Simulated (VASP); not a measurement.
# Zn (C2/m) in VASP: a series of runs, part 2 of 2

VASP 6.6.1.

## (3) Single point, LDA

File INCAR:

```
PREC     = Accurate       # precision mode
ENCUT    = 500            # plane-wave cutoff, eV
EDIFF    = 1E-6           # SCF threshold, eV
ISMEAR   = 1              # smearing method
SIGMA    = 0.33           # smearing width, eV
LREAL    = False          # projectors in reciprocal space
LASPH    = True           # aspherical terms in the spheres
NELM     = 120            # most SCF steps
ALGO     = Normal         # electronic algorithm
ISIF     = 2              # what is computed and relaxed
LWAVE    = False          # write WAVECAR
LCHARG   = True           # write CHGCAR
GGA      = CA             # functional
LELF     = True           # ELF
LVHAR    = True         
NBANDS   = 25             # bands
NELECT   = 36.5         
GGA_COMPAT= False
```

File KPOINTS:

```
Automatic mesh
0
Gamma
  4 4 2
```

File POSCAR:

```
Zn
1.0
    2.2681701736     -1.3084870100      0.0000000000
    2.2681701736      1.3084870100      0.0000000000
   -1.5917165425      0.0000000000      7.3004081919
Zn
3
Direct
    0.0000000000      0.0000000000      0.0000000000
    0.2219821400      0.2219821400      0.6654950200
    0.7780178600      0.7780178600      0.3345049800
```

Potentials or basis: VASP PAW LDA potentials, release 64 (Zn).

Launch:

```sh
> cat potpaw_LDA.64/Zn/POTCAR > POTCAR
> mpirun -np 1 vasp_std > vasp.out
```

OUTCAR:

```text
PREC = Accurate
   ENCUT = 500
   EDIFF = 1E-6
   ISMEAR = 1
   LREAL = False
   LASPH = True
   NELM = 120
   ISIF = 2
   GGA = CA
   NELECT = 36.5

 ion  position               nearest neighbor table
   1  0.000  0.000  0.000-   3 2.86   3 2.86   2 2.86   2 2.86   2 2.89   3 2.89
   2  0.222  0.222  0.665-   3 2.84   3 2.86   3 2.86   1 2.86   1 2.86   1 2.89
   3  0.778  0.778  0.335-   2 2.84   2 2.86   2 2.86   1 2.86   1 2.86   1 2.89

  LATTYP: Found a base centered monoclinic cell.
 ALAT       =     4.5363403472
 B/A-ratio  =     0.5768910222
 C/A-ratio  =     1.6471240986
 COS(beta)  =    -0.2130265715

  Lattice vectors:

 A1 = (   2.2681701736,  -1.3084870100,   0.0000000000)
 A2 = (   2.2681701736,   1.3084870100,   0.0000000000)
 A3 = (  -1.5917165425,   0.0000000000,   7.3004081919)

Analysis of symmetry for initial positions (statically):
=====================================================================
 Subroutine PRICEL returns:
 Original cell was already a primitive cell.

 Routine SETGRP: Setting up the symmetry group for a
 base centered monoclinic supercell.

 Subroutine GETGRP returns: Found  4 space group operations
 (whereof  4 operations were pure point group operations)
 out of a pool of  4 trial point group operations.

The static configuration has the point symmetry C_2h.

Analysis of symmetry for dynamics (positions and initial velocities):
=====================================================================
 Subroutine PRICEL returns:
 Original cell was already a primitive cell.

 Routine SETGRP: Setting up the symmetry group for a
 base centered monoclinic supercell.

 Subroutine GETGRP returns: Found  4 space group operations
 (whereof  4 operations were pure point group operations)
 out of a pool of  4 trial point group operations.

The dynamic configuration has the point symmetry C_2h.

 Subroutine INISYM returns: Found  4 space group operations
 (whereof  4 operations are pure point group operations),
 and found     1 'primitive' translations

[... 106 lines left out ...]
  volume/ion in A,a.u.               =      14.44        97.48
  Fermi-wavevector in a.u.,A,eV,Ry     =   1.546079  2.921666 32.522832  2.390361
  Thomas-Fermi vector in A             =   2.651366
   LORBIT       =      0    0 simple, 1 ext, 2 COOP (PROOUT), +10 PAW based schemes
   GGA     = CA    functional components
   LHFCALC =     F    Hartree Fock is set to
   AEXX    =    0.0000 exact exchange contribution
   IVDW    =     0    specifies the selected vdW correction
   LEPSILON=     F    determine dielectric tensor
   LRPA    =     F    only Hartree local field effects (RPA)
 non-spin polarized calculation
 Methfessel and Paxton  Order N= 1 SIGMA  =   0.33
  energy-cutoff  :      500.00
  volume of cell :       43.33
 maximum number of plane-waves:      1114
   NGX =  9   NGY =  9   NGZ = 27

 number of electron      36.4999995 magnetization

 Free energy of the ion-electron system (eV)
  ---------------------------------------------------
  ext. energy  EPLUGINS =         0.00000000
  ---------------------------------------------------
  free energy    TOTEN  =        -4.23164628 eV

  energy without entropy =       -4.24272823  energy(sigma->0) =       -4.23534026

 E-fermi :   3.4323     XC(G=0): -12.3020

 val. band max:        3.2045522900   @ k =   0.2500   0.2500   0.5000
 cond. band min:       3.6921300389   @ k =   0.5000   0.0000   0.0000
 fundamental gap:      0.4875777489
 Fermi energy:         3.4323130988

 k-point     1 :       0.0000    0.0000    0.0000
  band No.  band energies     occupation
      1      -7.6894      2.00000
      2      -5.8881      2.00000
      3      -5.8310      2.00000
      4      -4.8791      2.00000
      5      -4.6592      2.00000
      6      -4.6520      2.00000
[... 381 lines left out ...]
     24      12.4112      0.00000
     25      14.3849      0.00000

------------------------ aborting loop because EDIFF is reached ----------------------------------------

  FORCE on cell =-STRESS in cart. coord.  units (eV):
  Direction    XX          YY          ZZ          XY          YZ          ZX
  --------------------------------------------------------------------------------------
  -------------------------------------------------------------------------------------
  Total        2.8258824      1.9108056      3.2631383      0.0000000      0.0000000      1.1202338
  in kB      104.4822397     70.6488174    120.6490419      0.0000000      0.0000000     41.4187575
  external PRESSURE =      98.5933664 kB  Pullay stress =       0.0000000 kB

 VOLUME and BASIS-vectors are now :
 -----------------------------------------------------------------------------
  energy-cutoff  :      500.00
  volume of cell :       43.33
      direct lattice vectors                 reciprocal lattice vectors
     2.268170174 -1.308487010  0.000000000     0.220442013 -0.382120721  0.048063230
     2.268170174  1.308487010  0.000000000     0.220442013  0.382120721  0.048063230
    -1.591716542  0.000000000  7.300408192     0.000000000  0.000000000  0.136978642

 POSITION                                       TOTAL-FORCE (eV/Angst)
 -----------------------------------------------------------------------------------
      0.00000      0.00000      0.00000        -0.000000      0.000000      0.000000
     -0.05229      0.00000      4.85839         0.003009      0.000000      0.045404
      2.99692      0.00000      2.44202        -0.003009      0.000000     -0.045404
 -----------------------------------------------------------------------------------
    total drift:                                0.000000     -0.000000      0.000000

  FREE ENERGIE OF THE ION-ELECTRON SYSTEM (eV)
  ---------------------------------------------------
  free  energy   TOTEN  =        -4.2316462827 eV

  energy  without entropy=       -4.2427282286  energy(sigma->0) =       -4.23534026
```

It took 26 s on 1 thread of Intel Xeon 8259CL, shared host; peak memory 0.14 GiB.

What came out:

* Free energy: -4.2316 eV
* Largest force: 0.046 eV/Å

Forces in eV/Å, atoms in the order of the input:
```
Zn   0.000  0.000  0.000
Zn   0.003  0.000  0.045
Zn  -0.003  0.000 -0.045
```

Caveat: the k points lie up to 0.70 Å⁻¹ apart; the cell carries a net charge on a neutralising background, which shifts energy and pressure; the cell is charged against a uniform background, so pressure and absolute levels hang on convention.

## (4) Single point, PBE

File INCAR:

```
  PREC = Accurate
  ENCUT = 500
  EDIFF = 1E-6
  ISMEAR = 0
  SIGMA = 0.1
  LREAL = F
  LASPH = T
  NELM = 120
  ALGO = Normal
  ISIF = 2
  LWAVE = F
  LCHARG = T
  GGA = PE
  LELF = T
  LVHAR = T
  NBANDS = 25
  GGA_COMPAT = F
```

File KPOINTS:

```
regular mesh
0
Gamma
  6 6 2
```

POSCAR is that of step 3.

Potentials or basis: VASP PAW PBE potentials, release 64 (Zn).

Launch:

```sh
> cat potpaw_PBE.64/Zn/POTCAR > POTCAR
> mpirun -np 1 vasp_std > vasp.out
```

It used 40 s of CPU time on 1 thread of Intel Xeon 8259CL (shared host).

It converged, with:

```yaml
Free_energy: -3.2156 eV
Pressure: 5.0 GPa
Largest_force: 0.027 eV/Å
Band_gap_on_the_k_mesh: zero (band 18 reaches 4.11 eV, above the bottom of band 19 at 0.48 eV)
```

Forces on the atoms (eV/Å):
```
Zn   0.000  0.000  0.000
Zn  -0.012  0.000  0.024
Zn   0.012  0.000 -0.024
```

Stress tensor (GPa, compression positive):
```
 4.47  0.00 -1.06
 0.00  5.45  0.00
-1.06  0.00  5.17
```

Levels at points of the mesh, in eV from the Fermi level:
| k point | band 16 | band 17 | band 18 | band 19 | band 20 | band 21 |
| --- | --- | --- | --- | --- | --- | --- |
| (0.00, 0.00, 0.00) | -7.37 | -7.19 | -7.16 | 1.48 | 1.54 | 13.87 |
| (0.50, 0.00, 0.00) | -3.13 | -2.41 | -1.88 | 0.40 | 1.02 | 1.89 |
| (0.50, 0.50, 0.00) | -2.80 | -2.62 | -2.12 | -0.43 | 1.96 | 3.49 |
| (0.00, 0.00, 0.50) | -7.34 | -7.34 | -4.08 | -3.19 | 7.84 | 7.92 |
| (0.50, 0.00, 0.50) | -2.83 | -2.58 | -2.13 | -0.29 | 1.79 | 3.30 |
| (0.50, 0.50, 0.50) | -3.15 | -2.44 | -1.78 | 0.54 | 0.84 | 1.70 |

Caveat: the k points lie up to 0.46 Å⁻¹ apart.

## (5) Single point, revPBE

File INCAR:

```
SYSTEM = Zn
PREC = Accurate
ENCUT = 500
EDIFF = 1E-6
ISMEAR = 0
SIGMA = 0.1
LREAL = .False.
LASPH = .True.
NELM = 120
ALGO = Normal
ISIF = 2
LWAVE = .False.
LCHARG = .True.
GGA = RE
LELF = .True.
LVHAR = .True.
NBANDS = 25
GGA_COMPAT = .False.
```

File KPOINTS:

```
regular mesh
0
Gamma
  6 6 2
  0 0 0
```

POSCAR is that of step 4.

Launch:

```sh
> cat potpaw_PBE.64/Zn/POTCAR > POTCAR
> mpirun -np 1 vasp_std > vasp.out
```

It took 65 s on 1 thread of Intel Xeon 8259CL, shared host; peak memory 0.16 GiB.

Results (log left out):

* Free energy: -2.2752 eV
* Pressure: 7.5 GPa
* Largest force: 0.031 eV/Å
* Band gap on the k mesh: zero (band 18 reaches 4.22 eV, above the bottom of band 19 at 0.61 eV)

Forces on the atoms (eV/Å):
```
Zn   0.000  0.000  0.000
Zn  -0.013  0.000  0.029
Zn   0.013  0.000 -0.029
```

Stress tensor (GPa, compression positive):
```
 7.19  0.00 -1.03
 0.00  8.18  0.00
-1.03  0.00  7.11
```

Levels at points of the mesh, in eV from the Fermi level:
```csv
k point,band 15,band 16,band 17,band 18,band 19,band 20,band 21,band 22
"(0.00, 0.00, 0.00)",-7.38,-7.37,-7.19,-7.16,1.49,1.54,13.90,17.58
"(0.50, 0.00, 0.00)",-7.11,-3.14,-2.41,-1.88,0.42,1.03,1.91,6.50
"(0.50, 0.50, 0.00)",-7.11,-2.81,-2.63,-2.12,-0.41,1.98,3.51,4.36
"(0.00, 0.00, 0.50)",-7.47,-7.34,-7.34,-4.10,-3.17,7.85,7.92,18.08
"(0.50, 0.00, 0.50)",-7.11,-2.84,-2.59,-2.12,-0.27,1.80,3.32,4.62
"(0.50, 0.50, 0.50)",-7.11,-3.16,-2.44,-1.78,0.56,0.85,1.71,6.77
```

Caveat: the k points lie up to 0.46 Å⁻¹ apart; the PAW data sets were made with another functional, which shifts forces and pressure a little.

## (6) Summary

```tsv
level	k mesh	smearing	gap on the mesh (eV)	pressure (GPa)	largest force (eV/Å)
PBE+D3(BJ)	2 × 4 × 3	methfessel-paxton 0.0011 eV	none	-2.0	0.05
PBE	6 × 6 × 2	gaussian 0.1 eV	none	5.0	0.03
revPBE	6 × 6 × 2	gaussian 0.1 eV	none	7.5	0.03
```

Alike in all rows: task single point; potentials or basis VASP PAW PBE potentials, release 64 (Zn); no spin polarisation; cell as given; cutoff (eV) 500.

Caveats: all runs use coarse meshes; pairwise dispersion overbinds metals, which lowers pressure and volume (some runs); the PAW data sets were made with another functional, which shifts forces and pressure a little (some runs).

Total energies depend on the potentials used, so only differences within one code and one set of settings carry meaning.
